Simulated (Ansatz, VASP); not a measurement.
**One calculation of SnTe, two programs**

File POSCAR:

```
SnTe
1.0
    5.3967552201      0.0000000000      0.0000000000
   -2.6983776101      4.6737271186      0.0000000000
    0.0000000000      0.0000000000      6.4878041079
Sn Te
2 2
Direct
    0.3333333333      0.6666666667     -0.0459806368
    0.6666666667      0.3333333333      0.4540193632
    0.3333333333      0.6666666667      0.4209806368
    0.6666666667      0.3333333333      0.9209806368
```

Contents of INCAR.step1:

```
  PREC = Accurate
  ENCUT = 520
  ISMEAR = 0
  SIGMA = 0.01
  LREAL = F
  LASPH = T
  NELM = 100
  NBANDS = 28
  GGA = PE
  ALGO = Normal
  EDIFF = 1E-4
  LWAVE = T
  LCHARG = F
```

Contents of INCAR.step2:

```
  PREC = Accurate
  ENCUT = 520
  EDIFF = 1E-6
  ISMEAR = 0
  SIGMA = 0.01
  LREAL = F
  LASPH = T
  NELM = 100
  ALGO = Normal
  ISIF = 2
  LWAVE = F
  LCHARG = F
  METAGGA = R2SCAN
  LMIXTAU = T
  NBANDS = 28
  ISTART = 1
```

File KPOINTS:

```
Automatic mesh
0
Gamma
  2 2 2
```

Input for Ansatz:

```yaml
crystal:
  lattice:
    - [5.3967552201, 0.0, 0.0]
    - [-2.6983776101, 4.6737271186, 0.0]
    - [0.0, 0.0, 6.4878041079]
  atoms:
    - { symbol: Sn, position: [0.3333333333, 0.6666666667, -0.0459806368] }
    - { symbol: Sn, position: [0.6666666667, 0.3333333333, 0.4540193632] }
    - { symbol: Te, position: [0.3333333333, 0.6666666667, 0.4209806368] }
    - { symbol: Te, position: [0.6666666667, 0.3333333333, 0.9209806368] }
kpoints:
  mp_grid: { grid: [2, 2, 2] }
hamiltonian:
  xc: r2scan
scf:
  occupations: { method: fixed }
  n_extra_bands: 5
output:
  forces: true
  stress: true
  eigenvalues: true
```

Alike in both runs: task single point; functional r2SCAN; k mesh 2 × 2 × 2; no spin polarisation.

|  | VASP | Ansatz |
| --- | --- | --- |
| version | VASP 6.6.1 | Ansatz 0.2.0 |
| potentials or method | VASP PAW PBE potentials, release 64 (Sn_d, Te) | plane waves |
| plane-wave cutoff (eV) | 520 | 500 |
| occupations | gaussian, width 0.01 eV | fixed |
| valence electrons in the cell | 40 | 60 |

|  | VASP | Ansatz | Ansatz less VASP |
| --- | --- | --- | --- |
| gap on the k mesh at the Fermi level (eV) | 1.33 | 1.33 | +0.003 |
| pressure (GPa) | -1.2 | -1.1 | 0.00 |
| traceless stress, the component that is largest in VASP (GPa) | 5.19 | 5.17 | -0.021 |
| rms of the force components (eV/Å) | 0.052 | 0.058 | +0.0056 |

VASP's potentials were made for PBE, not for r2SCAN. Atom by atom the forces differ by 0.006 eV/Å (rms over components). VASP's potentials hold 40 valence electrons a cell and Ansatz's 60, so a difference there can come from the potentials and not from the codes.

The k mesh is coarse, so the values compare programs but aren't converged. Spin-orbit coupling is off throughout.
